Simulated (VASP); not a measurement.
# Ta in VASP: single point with PBE

Aim: the single point of Ta with PBE.

All numbers are computed with VASP 6.6.1; they aren't measurements. Logs are shortened: lines on timing, memory, paths and dates and some standing lists are left out, and cuts for length are marked.

## (1) The cell of the first run

The cell holds a slab with vacuum, 6 atoms: a = 2.874 Å, b = 2.874 Å, c = 26.734 Å, α = 90.00°, β = 90.00°, γ = 109.47°.

## (2) Single point, PBE

Input file INCAR:

```
SYSTEM = Ta
PREC     = Accurate       ! precision mode
ENCUT    = 520            ! plane-wave cutoff, eV
EDIFF    = 1E-6           ! SCF threshold, eV
ISMEAR   = 0              ! smearing method
SIGMA    = 0.1            ! smearing width, eV
LREAL    = .False.        ! projectors in reciprocal space
LASPH    = .True.         ! aspherical terms in the spheres
NELM     = 80             ! most SCF steps
ALGO     = Normal         ! electronic algorithm
ISIF     = 2              ! what is computed and relaxed
LWAVE    = .False.        ! write WAVECAR
LCHARG   = .False.        ! write CHGCAR
LDIPOL   = .True.       
IDIPOL   = 3            
DIPOL    = 0.5 0.5 0.500
GGA      = PE             ! functional
NBANDS   = 42             ! bands
```

Input file KPOINTS:

```
Automatic mesh
0
Gamma
  13 13 1
  0 0 0
```

Input file POSCAR:

```
Ta
1.0
    2.8741561407      0.0000000000      0.0000000000
   -0.9580520469      2.7097803963      0.0000000000
    0.0000000000      0.0000000000     26.7336933096
Ta
6
Direct
    0.5000000000      0.5000000000      0.2843956908
    0.0000000000      0.0000000000      0.3684044578
    0.5000000000      0.5000000000      0.4562432899
    0.0000000000      0.0000000000      0.5437567109
    0.5000000000      0.5000000000      0.6315955381
    0.0000000000      0.0000000000      0.7156043125
```

Potentials or basis: VASP PAW PBE potentials, release 64 (Ta_pv).

On the command line:

```sh
cat potpaw_PBE.64/Ta_pv/POTCAR > POTCAR
mpirun -np 1 vasp_std > vasp.out
```

OUTCAR:

```text
SYSTEM = Ta
   PREC = Accurate
   ENCUT = 520
   EDIFF = 1E-6
   ISMEAR = 0
   LREAL = .False.
   LASPH = .True.
   NELM = 80
   ISIF = 2
   GGA = PE

 ion  position               nearest neighbor table
   1  0.500  0.500  0.284-   2 2.79   2 2.79   2 3.25   2 3.25
   2  0.000  0.000  0.368-   1 2.79   1 2.79   3 2.88   3 2.88   1 3.25   1 3.25   3 3.32   3 3.32

   3  0.500  0.500  0.456-   4 2.87   4 2.87   2 2.88   2 2.88   4 3.31   4 3.31   2 3.32   2 3.32

   4  0.000  0.000  0.544-   3 2.87   3 2.87   5 2.88   5 2.88   3 3.31   3 3.31   5 3.32   5 3.32

   5  0.500  0.500  0.632-   6 2.79   6 2.79   4 2.88   4 2.88   6 3.25   6 3.25   4 3.32   4 3.32

   6  0.000  0.000  0.716-   5 2.79   5 2.79   5 3.25   5 3.25

  LATTYP: Found a base centered orthorhombic cell.
 ALAT       =     3.3187896430
 B/A-ratio  =     1.4142135624
 C/A-ratio  =     8.0552539285

  Lattice vectors:

 A1 = (   2.8741561407,   0.0000000000,   0.0000000000)
 A2 = (  -0.9580520469,   2.7097803963,   0.0000000000)
 A3 = (   0.0000000000,   0.0000000000,  26.7336933096)

Analysis of symmetry for initial positions (statically):
=====================================================================
 Subroutine PRICEL returns:
 Original cell was already a primitive cell.

 Routine SETGRP: Setting up the symmetry group for a
 base centered orthorhombic supercell.

 Subroutine GETGRP returns: Found  8 space group operations
 (whereof  4 operations were pure point group operations)
 out of a pool of  8 trial point group operations.

The static configuration has the point symmetry C_2v.
 The point group associated with its full space group is D_2h.

Analysis of symmetry for dynamics (positions and initial velocities):
=====================================================================
 Subroutine PRICEL returns:
 Original cell was already a primitive cell.

 Routine SETGRP: Setting up the symmetry group for a
 base centered orthorhombic supercell.

 Subroutine GETGRP returns: Found  8 space group operations
 (whereof  4 operations were pure point group operations)
 out of a pool of  8 trial point group operations.

The dynamic configuration has the point symmetry C_2v.
 The point group associated with its full space group is D_2h.

 Subroutine INISYM returns: Found  8 space group operations
 (whereof  4 operations are pure point group operations),
 and found     1 'primitive' translations

----------------------------------------------------------------------------------------

                                     Primitive cell

  volume of cell :     208.2109

  direct lattice vectors                    reciprocal lattice vectors
     2.874156141  0.000000000  0.000000000     0.347928210  0.123011198  0.000000000
    -0.958052047  2.709780396  0.000000000     0.000000000  0.369033595  0.000000000
     0.000000000  0.000000000 26.733693310     0.000000000  0.000000000  0.037405980

  length of vectors
     2.874156141  2.874156141 26.733693310     0.369033595  0.369033595  0.037405980

  position of ions in fractional coordinates (direct lattice)
     0.500000000  0.500000000  0.284395691
     0.000000000  0.000000000  0.368404458
     0.500000000  0.500000000  0.456243290
     0.000000000  0.000000000  0.543756711
     0.500000000  0.500000000  0.631595538
     0.000000000  0.000000000  0.715604312

  ion indices of the primitive-cell ions
   primitive index   ion index
                 1           1
                 2           2
                 3           3
                 4           4
                 5           5
                 6           6

----------------------------------------------------------------------------------------

 KPOINTS: Automatic mesh

Automatic generation of k-mesh.
 Grid dimensions read from file:
 generate k-points for:   13   13    1

 Generating k-lattice:

  Cartesian coordinates                     Fractional coordinates (reciprocal lattice)
     0.026763708  0.009462400  0.000000000     0.076923077  0.000000000  0.000000000
     0.000000000  0.028387200  0.000000000     0.000000000  0.076923077  0.000000000
     0.000000000  0.000000000  0.037405980     0.000000000  0.000000000  1.000000000

  Length of vectors
     0.028387200  0.028387200  0.037405980

  Shift w.r.t. Gamma in fractional coordinates (k-lattice)
     0.000000000  0.000000000  0.000000000

 Subroutine IBZKPT returns following result:
 ===========================================

 Found     49 irreducible k-points:

 Following reciprocal coordinates:
            Coordinates               Weight
  0.000000  0.000000  0.000000      1.000000
  0.076923  0.000000  0.000000      4.000000
  0.153846  0.000000  0.000000      4.000000
  0.230769  0.000000  0.000000      4.000000
  0.307692  0.000000  0.000000      4.000000
  0.384615  0.000000  0.000000      4.000000
[... 16 lines left out ...]
  0.384615  0.153846  0.000000      4.000000
  0.461538  0.153846  0.000000      4.000000
 [... further k-points ...]
   k-points           NKPTS =     49   k-points in BZ     NKDIM =     49   number of bands    NBANDS=     42
   number of dos      NEDOS =    301   number of ions     NIONS =      6
   total plane-waves  NPLWV = 115200
   dimension x,y,z NGX =    24 NGY =   24 NGZ =  200
   dimension x,y,z NGXF=    48 NGYF=   48 NGZF=  400
   ions per type =               6
   NGX,Y,Z   is equivalent  to a cutoff of  13.88, 13.88, 12.44 a.u.
   NGXF,Y,Z  is equivalent  to a cutoff of  27.76, 27.76, 24.87 a.u.
 SYSTEM =  Ta
   PREC   = accura    normal or accurate (medium, high low for compatibility)
   ISTART =      0    job   : 0-new  1-cont  2-samecut
   ICHARG =      2    charge: 1-file 2-atom 10-const
   ISPIN  =      1    spin polarized calculation?
   LNONCOLLINEAR =      F non collinear calculations
   LSORBIT =      F    spin-orbit coupling
   LASPH  =      T    aspherical Exc in radial PAW
   ENCUT  =  520.0 eV  38.22 Ry    6.18 a.u.   5.34  5.34 49.71*2*pi/ulx,y,z
   NELM   =     80;   NELMIN=  2; NELMDL= -5     # of ELM steps
   EDIFF  = 0.1E-05   stopping-criterion for ELM
   LREAL  =      F    real-space projection
   EDIFFG = 0.1E-04   stopping-criterion for IOM
   NSW    =      0    number of steps for IOM
   IBRION =     -1    ionic relax: 0-MD 1-quasi-New 2-CG
   NFREE  =      0    steps in history (QN), initial steepest desc. (CG)
   ISIF   =      2    stress and relaxation
   ISYM   =      2    0-nonsym 1-usesym 2-fastsym
   POTIM  = 0.5000    time-step for ionic-motion
   TEBEG  =    0.0;   TEEND  =   0.0 temperature during run
   PSTRESS=    0.0 pullay stress
   NELECT =      66.0000    total number of electrons
   NUPDOWN=      -1.0000    fix difference up-down
   EMIN   =  10.00;   EMAX   =-10.00  energy-range for DOS
   EFERMI =   0.00;   METHOD = LEGACY
   ISMEAR =     0;   SIGMA  =   0.10  broadening in eV -4-tet -1-fermi 0-gaus
   EFERMI_NEDOS =   21; number of points for ismear=-14 and -15
   IALGO  =     38    algorithm
   IMIX   =      4    mixing-type and parameters
     AMIX     =   0.40;   BMIX     =  1.00
     AMIX_MAG =   1.60;   BMIX_MAG =  1.00
  volume/ion in A,a.u.               =      34.70       234.18
  Fermi-wavevector in a.u.,A,eV,Ry     =   1.116233  2.109375 16.952546  1.245977
  Thomas-Fermi vector in A             =   2.252845
   LORBIT       =      0    0 simple, 1 ext, 2 COOP (PROOUT), +10 PAW based schemes
   GGA     = PE    functional components
   LHFCALC =     F    Hartree Fock is set to
   AEXX    =    0.0000 exact exchange contribution
   IVDW    =     0    specifies the selected vdW correction
   LEPSILON=     F    determine dielectric tensor
   LRPA    =     F    only Hartree local field effects (RPA)
 non-spin polarized calculation
 Gauss-broadening in eV      SIGMA  =   0.10
  energy-cutoff  :      520.00
  volume of cell :      208.21
 maximum number of plane-waves:      5656
 NGX is ok and might be reduce to    24
   NGX = 11   NGY = 11   NGZ = 99

 dipolmoment           0.000000      0.000000     -0.000000 electrons x Angstroem

 number of electron      65.9999995 magnetization

 dipolmoment           0.000000      0.000000      0.000002 electrons x Angstroem

 Free energy of the ion-electron system (eV)
  ---------------------------------------------------
  ext. energy  EPLUGINS =         0.00000000
  ---------------------------------------------------
  free energy    TOTEN  =       -68.60297527 eV

  energy without entropy =      -68.55843870  energy(sigma->0) =      -68.58070698

 E-fermi :   0.7340     XC(G=0):  -7.3576

 val. band max:        0.7242917403   @ k =  -0.4615   0.3077   0.0000
 cond. band min:       0.7466650823   @ k =   0.2308   0.1538   0.0000
 fundamental gap:      0.0223733420
 Fermi energy:         0.7340429698

 k-point     1 :       0.0000    0.0000    0.0000
  band No.  band energies     occupation
      1     -33.6554      2.00000
      2     -33.6292      2.00000
      3     -33.3049      2.00000
      4     -32.9882      2.00000
      5     -32.9710      2.00000
      6     -32.9701      2.00000
[... 34 lines left out ...]
     41       3.9076      0.00000
     42       4.0391      0.00000

 k-point     2 :       0.0769    0.0000    0.0000
  band No.  band energies     occupation
      1     -33.6412      2.00000
      2     -33.6189      2.00000
      3     -33.3041      2.00000
      4     -33.0490      2.00000
      5     -32.9968      2.00000
      6     -32.9466      2.00000
[... 34 lines left out ...]
     41       3.7458      0.00000
     42       3.9224      0.00000

 k-point     3 :       0.1538    0.0000    0.0000
  band No.  band energies     occupation
      1     -33.6031      2.00000
      2     -33.5917      2.00000
      3     -33.3077      2.00000
      4     -33.1582      2.00000
      5     -33.0867      2.00000
      6     -32.9736      2.00000
[... 897 lines left out ...]
      4     -33.5337      2.00000
      5     -33.3093      2.00000
      6     -33.3092      2.00000
[... 34 lines left out ...]
     41       4.5175      0.00000
     42       4.5420      0.00000

 k-point    24 :       0.4615    0.1538    0.0000
  band No.  band energies     occupation
      1     -33.6783      2.00000
      2     -33.6763      2.00000
      3     -33.5565      2.00000
      4     -33.5459      2.00000
      5     -33.3685      2.00000
      6     -33.3361      2.00000
[... 34 lines left out ...]
     41       4.3694      0.00000
     42       4.4681      0.00000

 [... further k-points ...]

------------------------ aborting loop because EDIFF is reached ----------------------------------------

 vacuum level on the upper side and lower side of the slab       (xc-potential included)        -0.168        -0.168

  FORCE on cell =-STRESS in cart. coord.  units (eV):
  Direction    XX          YY          ZZ          XY          YZ          ZX
  --------------------------------------------------------------------------------------
  -------------------------------------------------------------------------------------
  Total       -2.2757569     -2.1489550      0.0032217      0.1793250      0.0000000      0.0000000
  in kB      -17.5118907    -16.5361529      0.0247913      1.3799016      0.0000000      0.0000000
  external PRESSURE =     -11.3410841 kB  Pullay stress =       0.0000000 kB

 VOLUME and BASIS-vectors are now :
 -----------------------------------------------------------------------------
  energy-cutoff  :      520.00
  volume of cell :      208.21
      direct lattice vectors                 reciprocal lattice vectors
     2.874156141  0.000000000  0.000000000     0.347928210  0.123011198  0.000000000
    -0.958052047  2.709780396  0.000000000     0.000000000  0.369033595  0.000000000
     0.000000000  0.000000000 26.733693310     0.000000000  0.000000000  0.037405980

 POSITION                                       TOTAL-FORCE (eV/Angst)
 -----------------------------------------------------------------------------------
      0.95805      1.35489      7.60295        -0.000000      0.000000     -0.002715
      0.00000      0.00000      9.84881        -0.000000      0.000000     -0.001232
      0.95805      1.35489     12.19707         0.000000      0.000000     -0.000550
      0.00000      0.00000     14.53663         0.000000      0.000000      0.000550
      0.95805      1.35489     16.88488         0.000000      0.000000      0.001232
      0.00000      0.00000     19.13075         0.000000      0.000000      0.002715
 -----------------------------------------------------------------------------------
    total drift:                                0.000000      0.000000      0.000288

  FREE ENERGIE OF THE ION-ELECTRON SYSTEM (eV)
  ---------------------------------------------------
  free  energy   TOTEN  =       -68.6029752663 eV

  energy  without entropy=      -68.5584387009  energy(sigma->0) =      -68.58070698

 vacuum level on the upper side and lower side of the slab         5.351         5.351
```

It took 8.4 min on 1 thread of Intel Xeon Platinum 8375C at 2.90GHz (Ice Lake), shared host; peak memory 0.51 GiB.

Results:

- Free energy: -68.6030 eV
- Band gap on the k mesh: zero (band 33 reaches 2.42 eV, above the bottom of band 34 at 0.29 eV)

Forces in eV/Å, atoms in the order of the input:
```
Ta   0.000  0.000 -0.003
Ta   0.000  0.000 -0.001
Ta   0.000  0.000 -0.001
Ta   0.000  0.000  0.001
Ta   0.000  0.000  0.001
Ta   0.000  0.000  0.003
```

Levels at points of the mesh, in eV from the Fermi level:
```tsv
k point	band 29	band 30	band 31	band 32	band 33	band 34	band 35	band 36	band 37	band 38
(0.00, 0.00, 0.00)	-0.34	-0.31	0.22	0.26	0.36	0.62	0.67	0.83	0.94	1.34
```

Caveat: spin-orbit coupling is left out, which moves the levels of the heavy elements.
